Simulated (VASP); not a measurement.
# TiO2 (P4_2/mnm) in VASP: relaxation of the atoms with PBE

Aim: the relaxation of the atoms of TiO2 with PBE.

Everything below comes from runs of VASP 6.6.1. Logs are shortened: lines on timing, memory, paths and dates and some standing lists are left out, and cuts for length are marked.

## (1) The cell of the first run

The structure is tetragonal, space group P4_2/mnm (No. 136). The conventional cell has a = 4.594 Å, b = 4.594 Å, c = 2.959 Å, α = 90.00°, β = 90.00°, γ = 90.00°. Ti (site symmetry mmm) has 6 O at 1.94 to 1.99 Å within 2.6 Å. Within 2.6 Å of O (site symmetry m2m) lie 3 Ti at 1.94 to 1.99 Å and 1 O at 2.52 Å.

## (2) Relaxation of the atoms, PBE

INCAR reads:

```
SYSTEM = TiO2
PREC = Accurate ; ENCUT = 520
EDIFF = 1E-7 ; ISMEAR = -1
SIGMA = 0.01 ; LREAL = .False.
LASPH = .True. ; NELM = 120
ALGO = Normal ; ISIF = 2
LWAVE = .False. ; LCHARG = .False.
GGA = PE ; IBRION = 2
NSW = 80 ; EDIFFG = -0.02
GGA_COMPAT = .False. ; NELMIN = 4
```

KPOINTS reads:

```
regular mesh
0
Gamma
  7 7 11
  0 0 0
```

POSCAR reads:

```
TiO2
1.0
    4.5940000000      0.0000000000      0.0000000000
    0.0000000000      4.5940000000      0.0000000000
    0.0000000000      0.0000000000      2.9590000000
Ti O
2 4
Direct
    0.0000000000      0.0000000000      0.0000000000
    0.5000000000      0.5000000000      0.5000000000
    0.3060000000      0.3060000000      0.0000000000
    0.1940000000      0.8060000000      0.5000000000
    0.6940000000      0.6940000000      0.0000000000
    0.8060000000      0.1940000000      0.5000000000
```

Potentials or basis: VASP PAW PBE potentials, release 64 (Ti_sv, O).

The run is started by

```sh
$ cat potpaw_PBE.64/Ti_sv/POTCAR potpaw_PBE.64/O/POTCAR > POTCAR
$ mpirun -np 1 vasp_std > vasp.out
```

OUTCAR:

```text
SYSTEM = TiO2
   PREC = Accurate
   ENCUT = 520
   EDIFF = 1E-7
   ISMEAR = -1
   LREAL = .False.
   LASPH = .True.
   NELM = 120
   ISIF = 2
   GGA = PE
   IBRION = 2
   NSW = 80
   EDIFFG = -0.02
   NELMIN = 4

 ion  position               nearest neighbor table
   1  0.000  0.000  0.000-   4 1.94   6 1.94   4 1.94   6 1.94   5 1.99   3 1.99
   2  0.500  0.500  0.500-   3 1.94   5 1.94   3 1.94   5 1.94   4 1.99   6 1.99
   3  0.306  0.306  0.000-   2 1.94   2 1.94   1 1.99
   4  0.194  0.806  0.500-   1 1.94   1 1.94   2 1.99
   5  0.694  0.694  0.000-   2 1.94   2 1.94   1 1.99
   6  0.806  0.194  0.500-   1 1.94   1 1.94   2 1.99

  LATTYP: Found a simple tetragonal cell.
 ALAT       =     4.5940000000
 C/A-ratio  =     0.6441010013

  Lattice vectors:

 A1 = (   4.5940000000,   0.0000000000,   0.0000000000)
 A2 = (   0.0000000000,   4.5940000000,   0.0000000000)
 A3 = (   0.0000000000,   0.0000000000,   2.9590000000)

Analysis of symmetry for initial positions (statically):
=====================================================================
 Subroutine PRICEL returns:
 Original cell was already a primitive cell.

 Routine SETGRP: Setting up the symmetry group for a
 simple tetragonal supercell.

 Subroutine GETGRP returns: Found 16 space group operations
 (whereof  8 operations were pure point group operations)
 out of a pool of 16 trial point group operations.

The static configuration has the point symmetry D_2h.
 The point group associated with its full space group is D_4h.

Analysis of symmetry for dynamics (positions and initial velocities):
=====================================================================
 Subroutine PRICEL returns:
 Original cell was already a primitive cell.

 Routine SETGRP: Setting up the symmetry group for a
 simple tetragonal supercell.

 Subroutine GETGRP returns: Found 16 space group operations
 (whereof  8 operations were pure point group operations)
 out of a pool of 16 trial point group operations.

The dynamic configuration has the point symmetry D_2h.
 The point group associated with its full space group is D_4h.

 Subroutine INISYM returns: Found 16 space group operations
 (whereof  8 operations are pure point group operations),
 and found     1 'primitive' translations

----------------------------------------------------------------------------------------

                                     Primitive cell

  volume of cell :      62.4492

  direct lattice vectors                    reciprocal lattice vectors
     4.594000000  0.000000000  0.000000000     0.217675229  0.000000000  0.000000000
     0.000000000  4.594000000  0.000000000     0.000000000  0.217675229  0.000000000
     0.000000000  0.000000000  2.959000000     0.000000000  0.000000000  0.337952011

  length of vectors
     4.594000000  4.594000000  2.959000000     0.217675229  0.217675229  0.337952011

  position of ions in fractional coordinates (direct lattice)
     0.000000000  0.000000000  0.000000000
     0.500000000  0.500000000  0.500000000
     0.306000000  0.306000000  0.000000000
     0.194000000  0.806000000  0.500000000
     0.694000000  0.694000000  0.000000000
     0.806000000  0.194000000  0.500000000

  ion indices of the primitive-cell ions
   primitive index   ion index
                 1           1
                 2           2
                 3           3
                 4           4
                 5           5
                 6           6

----------------------------------------------------------------------------------------

 KPOINTS: regular mesh

Automatic generation of k-mesh.
 Grid dimensions read from file:
 generate k-points for:    7    7   11

 Generating k-lattice:

  Cartesian coordinates                     Fractional coordinates (reciprocal lattice)
     0.031096461  0.000000000  0.000000000     0.142857143  0.000000000  0.000000000
     0.000000000  0.031096461  0.000000000     0.000000000  0.142857143  0.000000000
     0.000000000  0.000000000  0.030722910     0.000000000  0.000000000  0.090909091

  Length of vectors
     0.031096461  0.031096461  0.030722910

  Shift w.r.t. Gamma in fractional coordinates (k-lattice)
     0.000000000  0.000000000  0.000000000

 Subroutine IBZKPT returns following result:
 ===========================================

 Found     60 irreducible k-points:

 Following reciprocal coordinates:
            Coordinates               Weight
  0.000000  0.000000  0.000000      1.000000
  0.142857  0.000000  0.000000      4.000000
  0.285714  0.000000  0.000000      4.000000
  0.428571  0.000000  0.000000      4.000000
  0.142857  0.142857  0.000000      4.000000
  0.285714  0.142857  0.000000      8.000000
[... 16 lines left out ...]
  0.285714  0.000000  0.181818      8.000000
  0.428571  0.000000  0.181818      8.000000
 [... further k-points ...]
   k-points           NKPTS =     60   k-points in BZ     NKDIM =     60   number of bands    NBANDS=     28
   number of dos      NEDOS =    301   number of ions     NIONS =      6
   total plane-waves  NPLWV =  31104
   dimension x,y,z NGX =    36 NGY =   36 NGZ =   24
   dimension x,y,z NGXF=    72 NGYF=   72 NGZF=   48
   ions per type =               2   4
   NGX,Y,Z   is equivalent  to a cutoff of  13.03, 13.03, 13.48 a.u.
   NGXF,Y,Z  is equivalent  to a cutoff of  26.06, 26.06, 26.97 a.u.
 SYSTEM =  TiO2
   PREC   = accura    normal or accurate (medium, high low for compatibility)
   ISTART =      0    job   : 0-new  1-cont  2-samecut
   ICHARG =      2    charge: 1-file 2-atom 10-const
   ISPIN  =      1    spin polarized calculation?
   LNONCOLLINEAR =      F non collinear calculations
   LSORBIT =      F    spin-orbit coupling
   LASPH  =      T    aspherical Exc in radial PAW
   ENCUT  =  520.0 eV  38.22 Ry    6.18 a.u.   8.54  8.54  5.50*2*pi/ulx,y,z
   NELM   =    120;   NELMIN=  4; NELMDL= -5     # of ELM steps
   EDIFF  = 0.1E-06   stopping-criterion for ELM
   LREAL  =      F    real-space projection
   EDIFFG = -.2E-01   stopping-criterion for IOM
   NSW    =     80    number of steps for IOM
   IBRION =      2    ionic relax: 0-MD 1-quasi-New 2-CG
   NFREE  =      1    steps in history (QN), initial steepest desc. (CG)
   ISIF   =      2    stress and relaxation
   ISYM   =      2    0-nonsym 1-usesym 2-fastsym
   POTIM  = 0.5000    time-step for ionic-motion
   TEBEG  =    0.0;   TEEND  =   0.0 temperature during run
   PSTRESS=    0.0 pullay stress
   NELECT =      48.0000    total number of electrons
   NUPDOWN=      -1.0000    fix difference up-down
   EMIN   =  10.00;   EMAX   =-10.00  energy-range for DOS
   EFERMI =   0.00;   METHOD = LEGACY
   ISMEAR =    -1;   SIGMA  =   0.01  broadening in eV -4-tet -1-fermi 0-gaus
   EFERMI_NEDOS =   21; number of points for ismear=-14 and -15
   IALGO  =     38    algorithm
   IMIX   =      4    mixing-type and parameters
     AMIX     =   0.40;   BMIX     =  1.00
     AMIX_MAG =   1.60;   BMIX_MAG =  1.00
  volume/ion in A,a.u.               =      10.41        70.24
  Fermi-wavevector in a.u.,A,eV,Ry     =   1.499614  2.833860 30.597370  2.248843
  Thomas-Fermi vector in A             =   2.611221
   LORBIT       =      0    0 simple, 1 ext, 2 COOP (PROOUT), +10 PAW based schemes
   GGA     = PE    functional components
   LHFCALC =     F    Hartree Fock is set to
   AEXX    =    0.0000 exact exchange contribution
   IVDW    =     0    specifies the selected vdW correction
   LEPSILON=     F    determine dielectric tensor
   LRPA    =     F    only Hartree local field effects (RPA)
 conjugate gradient relaxation of ions
 non-spin polarized calculation
  energy-cutoff  :      520.00
  volume of cell :       62.45
 maximum number of plane-waves:      1697
 NGX is ok and might be reduce to    36
   NGX = 17   NGY = 17   NGZ = 11

--------------------------------------- Ionic step        1  -------------------------------------------

 number of electron      48.0000022 magnetization

 Free energy of the ion-electron system (eV)
  ---------------------------------------------------
  ext. energy  EPLUGINS =         0.00000000
  ---------------------------------------------------
  free energy    TOTEN  =       -53.64015894 eV

  energy without entropy =      -53.64015894  energy(sigma->0) =      -53.64015894

------------------------ aborting loop because EDIFF is reached ----------------------------------------

  FORCE on cell =-STRESS in cart. coord.  units (eV):
  Direction    XX          YY          ZZ          XY          YZ          ZX
  --------------------------------------------------------------------------------------
  -------------------------------------------------------------------------------------
  Total        2.4476430      2.4476430      2.2587130      0.0000000      0.0000000      0.0000000
  in kB       62.7959608     62.7959608     57.9488317      0.0000000      0.0000000      0.0000000
  external PRESSURE =      61.1802511 kB  Pullay stress =       0.0000000 kB

 VOLUME and BASIS-vectors are now :
 -----------------------------------------------------------------------------
  energy-cutoff  :      520.00
  volume of cell :       62.45
      direct lattice vectors                 reciprocal lattice vectors
     4.594000000  0.000000000  0.000000000     0.217675229  0.000000000  0.000000000
     0.000000000  4.594000000  0.000000000     0.000000000  0.217675229  0.000000000
     0.000000000  0.000000000  2.959000000     0.000000000  0.000000000  0.337952011

 POSITION                                       TOTAL-FORCE (eV/Angst)
 -----------------------------------------------------------------------------------
      0.00000      0.00000      0.00000         0.000000     -0.000000      0.000000
      2.29700      2.29700      1.47950         0.000000     -0.000000      0.000000
      1.40576      1.40576      0.00000        -0.185724     -0.185724     -0.000000
      0.89124      3.70276      1.47950         0.185724     -0.185724     -0.000000
      3.18824      3.18824      0.00000         0.185724      0.185724      0.000000
      3.70276      0.89124      1.47950        -0.185724      0.185724      0.000000
 -----------------------------------------------------------------------------------
    total drift:                               -0.000000      0.000000      0.000000

  FREE ENERGIE OF THE ION-ELECTRON SYSTEM (eV)
  ---------------------------------------------------
  free  energy   TOTEN  =       -53.6401589408 eV

  energy  without entropy=      -53.6401589408  energy(sigma->0) =      -53.64015894

--------------------------------------- Ionic step        2  -------------------------------------------

 number of electron      48.0000018 magnetization

 Free energy of the ion-electron system (eV)
  ---------------------------------------------------
  ext. energy  EPLUGINS =         0.00000000
  ---------------------------------------------------
  free energy    TOTEN  =       -53.64665364 eV

  energy without entropy =      -53.64665364  energy(sigma->0) =      -53.64665364

 E-fermi :   5.1713     XC(G=0): -11.4126

 val. band max:        4.8648958929   @ k =   0.0000   0.0000   0.0000
 cond. band min:       6.6973116036   @ k =   0.0000   0.0000   0.0000
 fundamental gap:      1.8324157106
 Fermi energy:         5.1712588823

 k-point     1 :       0.0000    0.0000    0.0000
  band No.  band energies     occupation
      1     -52.0793      2.00000
      2     -52.0622      2.00000
      3     -28.3860      2.00000
      4     -28.3860      2.00000
      5     -28.2217      2.00000
      6     -28.2217      2.00000
[... 20 lines left out ...]
     27       7.2276      0.00000
[... 691 lines left out ...]
      6     -28.2906      2.00000
[... 20 lines left out ...]
     27       7.8602      0.00000
     28       7.9312      0.00000

 [... further k-points ...]

------------------------ aborting loop because EDIFF is reached ----------------------------------------

  FORCE on cell =-STRESS in cart. coord.  units (eV):
  Direction    XX          YY          ZZ          XY          YZ          ZX
  --------------------------------------------------------------------------------------
  -------------------------------------------------------------------------------------
  Total        2.2175546      2.2175546      1.9352105     -0.0000000      0.0000000      0.0000000
  in kB       56.8928857     56.8928857     49.6491523     -0.0000000      0.0000000      0.0000000
  external PRESSURE =      54.4783079 kB  Pullay stress =       0.0000000 kB

 VOLUME and BASIS-vectors are now :
 -----------------------------------------------------------------------------
  energy-cutoff  :      520.00
  volume of cell :       62.45
      direct lattice vectors                 reciprocal lattice vectors
     4.594000000  0.000000000  0.000000000     0.217675229  0.000000000  0.000000000
     0.000000000  4.594000000  0.000000000     0.000000000  0.217675229  0.000000000
     0.000000000  0.000000000  2.959000000     0.000000000  0.000000000  0.337952011

 POSITION                                       TOTAL-FORCE (eV/Angst)
 -----------------------------------------------------------------------------------
      0.00000      4.59400      0.00000        -0.000000      0.000000     -0.000000
      2.29700      2.29700      1.47950        -0.000000      0.000000     -0.000000
      1.39680      1.39680      2.95900         0.003310      0.003310     -0.000000
      0.90020      3.69380      1.47950        -0.003310      0.003310     -0.000000
      3.19720      3.19720      0.00000        -0.003310     -0.003310      0.000000
      3.69380      0.90020      1.47950         0.003310     -0.003310      0.000000
 -----------------------------------------------------------------------------------
    total drift:                                0.000000      0.000000      0.000000

  FREE ENERGIE OF THE ION-ELECTRON SYSTEM (eV)
  ---------------------------------------------------
  free  energy   TOTEN  =       -53.6466536425 eV

  energy  without entropy=      -53.6466536425  energy(sigma->0) =      -53.64665364

 reached required accuracy - stopping structural energy minimisation
```

Run time: 4 min. Hardware: 1 thread of Intel Xeon 8259CL, shared host; peak memory 0.24 GiB.

What came out:

| Item | Value |
| --- | --- |
| Free energy | -53.6467 eV |
| Energy gained by relaxing | 1.1 meV/atom |
| Ionic steps | 2 |
| Pressure after relaxing | 5.4 GPa |
| Largest force after relaxing | 0.005 eV/Å |
| Band gap on the k mesh | 1.83 eV |

Forces in eV/Å, atoms in the order of the input:
```
Ti   0.000  0.000  0.000
Ti   0.000  0.000  0.000
O    0.003  0.003  0.000
O   -0.003  0.003  0.000
O   -0.003 -0.003  0.000
O    0.003 -0.003  0.000
```

Step by step:
| step | energy change (eV) | largest force (eV/Å) | pressure (GPa) |
| --- | --- | --- | --- |
| 1 | 0.0000 | 0.2627 | 6.12 |
| 2 | -0.0065 | 0.0047 | 5.45 |

Final structure:
```
CELL_PARAMETERS angstrom
4.59400 0.00000 0.00000
0.00000 4.59400 0.00000
0.00000 0.00000 2.95900
ATOMIC_POSITIONS crystal
Ti 0.00000 0.00000 0.00000
Ti 0.50000 0.50000 0.50000
O 0.30405 0.30405 0.00000
O 0.19595 0.80405 0.50000
O 0.69595 0.69595 0.00000
O 0.80405 0.19595 0.50000
```
